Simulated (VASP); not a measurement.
# SnO (P4/nmm) in VASP: settings compared

Aim: see how the results for SnO move with the level of theory and the settings. Levels: PBE+D3(BJ), r2SCAN. Tasks: relaxation of shape and atoms at fixed volume, single point.

All numbers are computed with VASP 6.6.1; they aren't measurements. Logs are shortened: lines on timing, memory, paths and dates and some standing lists are left out, and cuts for length are marked.

**1. The cell of the first run**

It takes space group P4/nmm (No. 129, tetragonal). The conventional cell has a = 3.778 Å, b = 3.778 Å, c = 4.613 Å, α = 90.00°, β = 90.00°, γ = 90.00°. Sn (site symmetry 4mm) has 4 O at 2.21 Å within 2.9 Å. Within 2.9 Å of O (site symmetry -4m2) lie 4 Sn at 2.21 Å and 4 O at 2.67 Å.

**2. Relaxation of shape and atoms at fixed volume, PBE+D3(BJ) (volume scaled by 0.94)**

The input, INCAR:

```
  PREC = Accurate
  ENCUT = 600
  EDIFF = 1E-6
  ISMEAR = 0
  SIGMA = 0.1
  LREAL = False
  LASPH = True
  NELM = 60
  ALGO = Normal
  ISIF = 4
  LWAVE = False
  LCHARG = False
  GGA = PE
  IVDW = 12
  IBRION = 2
  NSW = 50
  EDIFFG = -0.01
```

The input, KPOINTS:

```
Automatic mesh
0
Gamma
  12 12 10
```

The input, POSCAR:

```
SnO
1.0
    3.7783372152      0.0000000000      0.0000000000
    0.0000000000      3.7783372152      0.0000000000
    0.0000000000      0.0000000000      4.6128156819
Sn O
2 2
Direct
    0.5000000000      0.0000000000      0.2488574788
    0.0000000000      0.5000000000      0.7511425212
    0.0000000000      0.0000000000      0.0000000000
    0.5000000000      0.5000000000      0.0000000000
```

Potentials or basis: VASP PAW PBE potentials, release 64 (Sn_d, O).

Launch:

```
$ cat potpaw_PBE.64/Sn_d/POTCAR potpaw_PBE.64/O/POTCAR > POTCAR
$ mpirun -np 1 vasp_std > vasp.out
```

OUTCAR:

```text
PREC = Accurate
   ENCUT = 600
   EDIFF = 1E-6
   ISMEAR = 0
   LREAL = False
   LASPH = True
   NELM = 60
   ISIF = 4
   GGA = PE
   IVDW = 12
   IBRION = 2
   NSW = 50
   EDIFFG = -0.01
 IVDW          = 12

 ion  position               nearest neighbor table
   1  0.500  0.000  0.249-   3 2.21   4 2.21   4 2.21   3 2.21   2 3.52   2 3.52   2 3.52   2 3.52
                             2 3.54   2 3.54   2 3.54   2 3.54
   2  0.000  0.500  0.751-   3 2.21   4 2.21   3 2.21   4 2.21   1 3.52   1 3.52   1 3.52   1 3.52
                             1 3.54   1 3.54   1 3.54   1 3.54
   3  0.000  0.000  0.000-   1 2.21   2 2.21   2 2.21   1 2.21
   4  0.500  0.500  0.000-   1 2.21   2 2.21   1 2.21   2 2.21

  LATTYP: Found a simple tetragonal cell.
 ALAT       =     3.7783372152
 C/A-ratio  =     1.2208586527

  Lattice vectors:

 A1 = (   3.7783372152,   0.0000000000,   0.0000000000)
 A2 = (   0.0000000000,   3.7783372152,   0.0000000000)
 A3 = (   0.0000000000,   0.0000000000,   4.6128156819)

Analysis of symmetry for initial positions (statically):
=====================================================================
 Subroutine PRICEL returns:
 Original cell was already a primitive cell.

 Routine SETGRP: Setting up the symmetry group for a
 simple tetragonal supercell.

 Subroutine GETGRP returns: Found 16 space group operations
 (whereof  8 operations were pure point group operations)
 out of a pool of 16 trial point group operations.

The static configuration has the point symmetry D_2d.
 The point group associated with its full space group is D_4h.

Analysis of symmetry for dynamics (positions and initial velocities):
=====================================================================
 Subroutine PRICEL returns:
 Original cell was already a primitive cell.

 Routine SETGRP: Setting up the symmetry group for a
 simple tetragonal supercell.

 Subroutine GETGRP returns: Found 16 space group operations
 (whereof  8 operations were pure point group operations)
 out of a pool of 16 trial point group operations.

The dynamic configuration has the point symmetry D_2d.
 The point group associated with its full space group is D_4h.

 Subroutine INISYM returns: Found 16 space group operations
 (whereof  8 operations are pure point group operations),
 and found     1 'primitive' translations

----------------------------------------------------------------------------------------

                                     Primitive cell

  volume of cell :      65.8518

  direct lattice vectors                    reciprocal lattice vectors
     3.778337215  0.000000000  0.000000000     0.264666689  0.000000000  0.000000000
     0.000000000  3.778337215  0.000000000     0.000000000  0.264666689  0.000000000
     0.000000000  0.000000000  4.612815682     0.000000000  0.000000000  0.216787331

  length of vectors
     3.778337215  3.778337215  4.612815682     0.264666689  0.264666689  0.216787331

  position of ions in fractional coordinates (direct lattice)
     0.500000000  0.000000000  0.248857479
     0.000000000  0.500000000  0.751142521
     0.000000000  0.000000000  0.000000000
     0.500000000  0.500000000  0.000000000

  ion indices of the primitive-cell ions
   primitive index   ion index
                 1           1
                 2           2
                 3           3
                 4           4

----------------------------------------------------------------------------------------

 KPOINTS: Automatic mesh

Automatic generation of k-mesh.
 Grid dimensions read from file:
 generate k-points for:   12   12   10

 Generating k-lattice:

  Cartesian coordinates                     Fractional coordinates (reciprocal lattice)
     0.022055557  0.000000000  0.000000000     0.083333333  0.000000000  0.000000000
     0.000000000  0.022055557  0.000000000     0.000000000  0.083333333  0.000000000
     0.000000000  0.000000000  0.021678733     0.000000000  0.000000000  0.100000000

  Length of vectors
     0.022055557  0.022055557  0.021678733

  Shift w.r.t. Gamma in fractional coordinates (k-lattice)
     0.000000000  0.000000000  0.000000000

 Subroutine IBZKPT returns following result:
 ===========================================

 Found    168 irreducible k-points:

 Following reciprocal coordinates:
            Coordinates               Weight
  0.000000  0.000000  0.000000      1.000000
  0.083333  0.000000  0.000000      4.000000
  0.166667  0.000000  0.000000      4.000000
  0.250000  0.000000  0.000000      4.000000
  0.333333  0.000000  0.000000      4.000000
  0.416667  0.000000  0.000000      4.000000
[... 16 lines left out ...]
  0.333333  0.333333  0.000000      4.000000
  0.416667  0.333333  0.000000      8.000000
 [... further k-points ...]
   k-points           NKPTS =    168   k-points in BZ     NKDIM =    168   number of bands    NBANDS=     24
   number of dos      NEDOS =    301   number of ions     NIONS =      4
   total plane-waves  NPLWV =  36000
   dimension x,y,z NGX =    30 NGY =   30 NGZ =   40
   dimension x,y,z NGXF=    60 NGYF=   60 NGZF=   80
   ions per type =               2   2
   NGX,Y,Z   is equivalent  to a cutoff of  13.20, 13.20, 14.42 a.u.
   NGXF,Y,Z  is equivalent  to a cutoff of  26.40, 26.40, 28.83 a.u.
 SYSTEM =  unknown system
   PREC   = accura    normal or accurate (medium, high low for compatibility)
   ISTART =      0    job   : 0-new  1-cont  2-samecut
   ICHARG =      2    charge: 1-file 2-atom 10-const
   ISPIN  =      1    spin polarized calculation?
   LNONCOLLINEAR =      F non collinear calculations
   LSORBIT =      F    spin-orbit coupling
   LASPH  =      T    aspherical Exc in radial PAW
   ENCUT  =  600.0 eV  44.10 Ry    6.64 a.u.   7.55  7.55  9.21*2*pi/ulx,y,z
   NELM   =     60;   NELMIN=  2; NELMDL= -5     # of ELM steps
   EDIFF  = 0.1E-05   stopping-criterion for ELM
   LREAL  =      F    real-space projection
   EDIFFG = -.1E-01   stopping-criterion for IOM
   NSW    =     50    number of steps for IOM
   IBRION =      2    ionic relax: 0-MD 1-quasi-New 2-CG
   NFREE  =      1    steps in history (QN), initial steepest desc. (CG)
   ISIF   =      4    stress and relaxation
   ISYM   =      2    0-nonsym 1-usesym 2-fastsym
   POTIM  = 0.5000    time-step for ionic-motion
   TEBEG  =    0.0;   TEEND  =   0.0 temperature during run
   PSTRESS=    0.0 pullay stress
   NELECT =      40.0000    total number of electrons
   NUPDOWN=      -1.0000    fix difference up-down
   EMIN   =  10.00;   EMAX   =-10.00  energy-range for DOS
   EFERMI =   0.00;   METHOD = LEGACY
   ISMEAR =     0;   SIGMA  =   0.10  broadening in eV -4-tet -1-fermi 0-gaus
   EFERMI_NEDOS =   21; number of points for ismear=-14 and -15
   IALGO  =     38    algorithm
   IMIX   =      4    mixing-type and parameters
     AMIX     =   0.40;   BMIX     =  1.00
     AMIX_MAG =   1.60;   BMIX_MAG =  1.00
  volume/ion in A,a.u.               =      16.46       111.10
  Fermi-wavevector in a.u.,A,eV,Ry     =   1.386455  2.620019 26.153885  1.922256
  Thomas-Fermi vector in A             =   2.510769
   LORBIT       =      0    0 simple, 1 ext, 2 COOP (PROOUT), +10 PAW based schemes
   GGA     = PE    functional components
   LHFCALC =     F    Hartree Fock is set to
   AEXX    =    0.0000 exact exchange contribution
   IVDW    =    12    specifies the selected vdW correction
   LEPSILON=     F    determine dielectric tensor
   LRPA    =     F    only Hartree local field effects (RPA)
 conjugate gradient relaxation of ions
 non-spin polarized calculation
 Gauss-broadening in eV      SIGMA  =   0.10
  energy-cutoff  :      600.00
  volume of cell :       65.85
 maximum number of plane-waves:      2226
   NGX = 15   NGY = 15   NGZ = 19

--------------------------------------- Ionic step        1  -------------------------------------------

 number of electron      40.0000013 magnetization

 Free energy of the ion-electron system (eV)
  ---------------------------------------------------
  ext. energy  EPLUGINS =         0.00000000
  ---------------------------------------------------
  free energy    TOTEN  =       -22.58351913 eV

  energy without entropy =      -22.58203655  energy(sigma->0) =      -22.58277784

------------------------ aborting loop because EDIFF is reached ----------------------------------------

 Edisp (eV)   -1.00018

 E8    (eV) :    -0.4336

  FORCE on cell =-STRESS in cart. coord.  units (eV):
  Direction    XX          YY          ZZ          XY          YZ          ZX
  --------------------------------------------------------------------------------------
  -------------------------------------------------------------------------------------
  Total       2.01065     2.01065     1.71886     0.00000     0.00000     0.00000
  in kB      48.91922    48.91922    41.81993     0.00000     0.00000     0.00000
  external pressure =       46.55 kB  Pullay stress =        0.00 kB
[... 149 lines left out ...]
  energy  without entropy=      -23.5975510912  energy(sigma->0) =      -23.59853394

--------------------------------------- Ionic step        5  -------------------------------------------

 number of electron      40.0000026 magnetization

 Free energy of the ion-electron system (eV)
  ---------------------------------------------------
  ext. energy  EPLUGINS =         0.00000000
  ---------------------------------------------------
  free energy    TOTEN  =       -22.59925614 eV

  energy without entropy =      -22.59742289  energy(sigma->0) =      -22.59833951

 E-fermi :   7.8813     XC(G=0): -10.6356

 val. band max:        7.8595040116   @ k =   0.0833   0.0000   0.1000
 cond. band min:       7.8939189943   @ k =   0.0000   0.0000   0.0000
 fundamental gap:      0.0344149827
 Fermi energy:         7.8813347416

 k-point     1 :       0.0000    0.0000    0.0000
  band No.  band energies     occupation
      1     -14.1886      2.00000
      2     -13.7748      2.00000
      3     -13.7748      2.00000
      4     -13.7497      2.00000
      5     -13.7271      2.00000
      6     -13.7242      2.00000
[... 637 lines left out ...]
     23      12.5015      0.00000
     24      12.7895      0.00000

 [... further k-points ...]

------------------------ aborting loop because EDIFF is reached ----------------------------------------

 Edisp (eV)   -1.00094

 E8    (eV) :    -0.4340

  FORCE on cell =-STRESS in cart. coord.  units (eV):
  Direction    XX          YY          ZZ          XY          YZ          ZX
  --------------------------------------------------------------------------------------
  -------------------------------------------------------------------------------------
  Total       1.02097     1.02097     1.01509     0.00000     0.00000     0.00000
  in kB      24.84029    24.84029    24.69725     0.00000     0.00000     0.00000
  external pressure =       24.79 kB  Pullay stress =        0.00 kB
[... 19 lines left out ...]
  FREE ENERGIE OF THE ION-ELECTRON SYSTEM (eV)
  ---------------------------------------------------
  free  energy   TOTEN  =       -23.6001921865 eV

  energy  without entropy=      -23.5983589335  energy(sigma->0) =      -23.59927556

 reached required accuracy - stopping structural energy minimisation
```

It took 12 min on 1 thread of Intel Xeon Platinum 8488C (Sapphire Rapids), shared host; peak memory 0.41 GiB.

What came out:

| Property | Result |
| --- | --- |
| Free energy | -23.6002 eV |
| Energy gained by relaxing | 4.1 meV/atom |
| Ionic steps | 5 |
| Pressure after relaxing | 2.5 GPa |
| Band gap on the k mesh | zero (band 20 reaches 7.90 eV, above the bottom of band 21 at 7.50 eV) |
| Dispersion energy per atom | -0.250 eV |

Forces in eV/Å, atoms in the order of the input:
```
Sn   0.000  0.000  0.002
Sn   0.000  0.000 -0.002
O    0.000  0.000  0.000
O    0.000  0.000  0.000
```

The path:
| step | energy change (eV) | largest force (eV/Å) | pressure (GPa) | volume (Å³) |
| --- | --- | --- | --- | --- |
| 1 | 0.0000 | 0.5103 | 4.66 | 65.85 |
| 2 | -0.0143 | 0.0458 | 2.91 | 65.85 |
| 3 | -0.0146 | 0.0228 | 2.68 | 65.85 |
| 4 | -0.0158 | 0.0113 | 2.59 | 65.85 |
| 5 | -0.0165 | 0.0023 | 2.48 | 65.85 |

Final structure:
```yaml
crystal:
  lattice:
    - [3.80060, 0.00000, 0.00000]
    - [0.00000, 3.80060, 0.00000]
    - [0.00000, 0.00000, 4.55892]
  atoms:
    - { symbol: Sn, position: [0.50000, 0.00000, 0.25526] }
    - { symbol: Sn, position: [0.00000, 0.50000, 0.74474] }
    - { symbol: O, position: [0.00000, 0.00000, 0.00000] }
    - { symbol: O, position: [0.50000, 0.50000, 0.00000] }
```

Levels at points of the mesh, in eV from the Fermi level:
```csv
k point,band 18,band 19,band 20,band 21,band 22,band 23
"(0.00, 0.00, 0.00)",-3.15,-3.15,0.01,2.45,4.27,4.27
"(0.50, 0.00, 0.00)",-4.85,-2.91,-2.91,3.53,3.53,5.72
"(0.50, 0.50, 0.00)",-2.49,-1.94,-1.94,-0.39,-0.39,4.59
"(0.00, 0.00, 0.50)",-3.17,-2.62,-2.17,1.79,2.45,2.45
"(0.50, 0.00, 0.50)",-4.78,-1.76,-1.76,2.93,2.93,5.07
"(0.50, 0.50, 0.50)",-3.05,-2.49,-2.49,2.18,2.18,4.66
```

Caveat: the cell differs from its parent crystal (volume scaled by 0.94); spin-orbit coupling is left out, which moves the levels of the heavy elements; pairwise dispersion overbinds metals, which lowers pressure and volume.

**3. Single point, r2SCAN**

This run uses another cell than the first one, of 17.51 Å³/atom, 1.064 times its volume.

The input, POSCAR:

```
SnO
1.0
    3.8365550850      0.0000000000      0.0000000000
    0.0000000000      3.8365550850      0.0000000000
    0.0000000000      0.0000000000      4.7594503374
Sn O
2 2
Direct
    0.5000000000      0.0000000000      0.2434679938
    0.0000000000      0.5000000000      0.7565320062
    0.0000000000      0.0000000000      0.0000000000
    0.5000000000      0.5000000000      0.0000000000
```

The input, INCAR.step1:

```
SYSTEM = SnO
PREC = Accurate
ENCUT = 520
ISMEAR = 0
SIGMA = 0.1
LREAL = .FALSE.
LASPH = .TRUE.
NELM = 100
NBANDS = 28
GGA = PE
ALGO = Normal
EDIFF = 1E-4
LWAVE = .TRUE.
LCHARG = .FALSE.
```

The input, INCAR.step2:

```
SYSTEM = SnO
PREC = Accurate
ENCUT = 520
EDIFF = 1E-7
ISMEAR = 0
SIGMA = 0.1
LREAL = .FALSE.
LASPH = .TRUE.
NELM = 100
ALGO = Normal
ISIF = 2
LWAVE = .FALSE.
LCHARG = .FALSE.
METAGGA = R2SCAN
LMIXTAU = .TRUE.
NBANDS = 28
ISTART = 1
```

The input, KPOINTS:

```
Automatic mesh
0
G
  12 12 10
  0 0 0
```

Potentials or basis: VASP PAW PBE potentials, release 64 (Sn_d, O).

Launch:

```
$ cat potpaw_PBE.64/Sn_d/POTCAR potpaw_PBE.64/O/POTCAR > POTCAR
$ cp INCAR.step1 INCAR
$ mpirun -np 1 vasp_std > vasp.out
$ cp INCAR.step2 INCAR
$ mpirun -np 1 vasp_std > vasp.out
```

Run time: 23 min. Hardware: 1 thread of Oxide Virtual Turin-like, shared host; peak memory 0.34 GiB.

The run converged. Its results:

```
Free energy            : -66.8879 eV
Pressure               : -1.5 GPa
Largest force          : 0.386 eV/Å
Band gap on the k mesh : 0.11 eV, indirect (least direct gap 2.19 eV)
```

Forces in eV/Å, atoms in the order of the input:
```
Sn   0.000  0.000 -0.386
Sn   0.000  0.000  0.386
O    0.000  0.000  0.000
O    0.000  0.000  0.000
```

Stress tensor (GPa, compression positive):
```
-1.78  0.00  0.00
 0.00 -1.78  0.00
 0.00  0.00 -0.82
```

Levels at points of the mesh, in eV from the valence-band top:
```csv
k point,band 18,band 19,band 20,band 21,band 22,band 23
"(0.00, 0.00, 0.00)",-3.41,-3.41,0.00,2.48,4.70,4.70
"(0.50, 0.00, 0.00)",-5.07,-2.92,-2.92,3.59,3.59,6.07
"(0.50, 0.50, 0.00)",-2.75,-2.07,-2.07,0.11,0.11,4.86
"(0.00, 0.00, 0.50)",-3.43,-2.94,-2.37,2.01,2.97,2.97
"(0.50, 0.00, 0.50)",-5.02,-1.92,-1.92,2.93,2.93,5.53
"(0.50, 0.50, 0.50)",-2.95,-2.75,-2.75,2.46,2.46,4.59
```

Caveat: the PAW data sets were made with another functional, which shifts forces and pressure a little; spin-orbit coupling is left out, which moves the levels of the heavy elements. A k mesh can miss the band edges.

**4. Single point, r2SCAN**

This run uses another cell than the first one, of 17.51 Å³/atom, 1.064 times its volume.

POSCAR is that of step 3.

The input, INCAR.step1:

```
ALGO     = Normal         # electronic algorithm
EDIFF    = 1E-4           # SCF threshold, eV
ENCUT    = 520            # plane-wave cutoff, eV
GGA      = PE             # functional
ISMEAR   = 0              # smearing method
LASPH    = True           # aspherical terms in the spheres
LCHARG   = False          # write CHGCAR
LREAL    = False          # projectors in reciprocal space
LWAVE    = True           # write WAVECAR
NBANDS   = 28             # bands
NELM     = 60             # most SCF steps
PREC     = Accurate       # precision mode
SIGMA    = 0.1            # smearing width, eV
```

The input, INCAR.step2:

```
ALGO     = Normal         # electronic algorithm
EDIFF    = 1E-6           # SCF threshold, eV
ENCUT    = 520            # plane-wave cutoff, eV
ISIF     = 2              # what is computed and relaxed
ISMEAR   = 0              # smearing method
ISTART   = 1            
LASPH    = True           # aspherical terms in the spheres
LCHARG   = False          # write CHGCAR
LMIXTAU  = True         
LREAL    = False          # projectors in reciprocal space
LWAVE    = False          # write WAVECAR
METAGGA  = R2SCAN         # meta-GGA
NBANDS   = 28             # bands
NELM     = 60             # most SCF steps
PREC     = Accurate       # precision mode
SIGMA    = 0.1            # smearing width, eV
```

The input, KPOINTS:

```
k-points
0
Gamma
  12 12 10
```

Launch:

```
$ cat potpaw_PBE.64/Sn_d/POTCAR potpaw_PBE.64/O/POTCAR > POTCAR
$ cp INCAR.step1 INCAR
$ mpirun -np 1 vasp_std > vasp.out
$ cp INCAR.step2 INCAR
$ mpirun -np 1 vasp_std > vasp.out
```

It took 32 min on 1 thread of Oxide Virtual Turin-like, shared host; peak memory 0.34 GiB.

The run converged. Its results:

```yaml
Free_energy: -66.8879 eV
Pressure: -1.5 GPa
Largest_force: 0.386 eV/Å
Band_gap_on_the_k_mesh: 0.11 eV, indirect (least direct gap 2.19 eV)
```

Forces in eV/Å, atoms in the order of the input:
```
Sn   0.000  0.000 -0.386
Sn   0.000  0.000  0.386
O    0.000  0.000  0.000
O    0.000  0.000  0.000
```

Stress tensor (GPa, compression positive):
```
-1.79  0.00  0.00
 0.00 -1.79  0.00
 0.00  0.00 -0.82
```

Levels at points of the mesh, in eV from the valence-band top:
| k point | band 16 | band 17 | band 18 | band 19 | band 20 | band 21 | band 22 | band 23 | band 24 | band 25 |
| --- | --- | --- | --- | --- | --- | --- | --- | --- | --- | --- |
| (0.00, 0.00, 0.00) | -6.49 | -3.71 | -3.41 | -3.41 | 0.00 | 2.48 | 4.70 | 4.70 | 4.95 | 6.23 |
| (0.50, 0.00, 0.00) | -5.18 | -5.07 | -5.07 | -2.92 | -2.92 | 3.59 | 3.59 | 6.07 | 6.07 | 6.50 |
| (0.50, 0.50, 0.00) | -5.30 | -2.75 | -2.75 | -2.07 | -2.07 | 0.11 | 0.11 | 4.86 | 4.86 | 7.91 |
| (0.00, 0.00, 0.50) | -3.79 | -3.43 | -3.43 | -2.94 | -2.37 | 2.01 | 2.97 | 2.97 | 3.69 | 8.66 |
| (0.50, 0.00, 0.50) | -5.68 | -5.02 | -5.02 | -1.92 | -1.92 | 2.93 | 2.93 | 5.53 | 5.53 | 7.13 |
| (0.50, 0.50, 0.50) | -5.81 | -2.95 | -2.95 | -2.75 | -2.75 | 2.46 | 2.46 | 4.59 | 4.59 | 5.98 |

Caveat: the PAW data sets were made with another functional, which shifts forces and pressure a little; spin-orbit coupling is left out, which moves the levels of the heavy elements. A k mesh can miss the band edges.
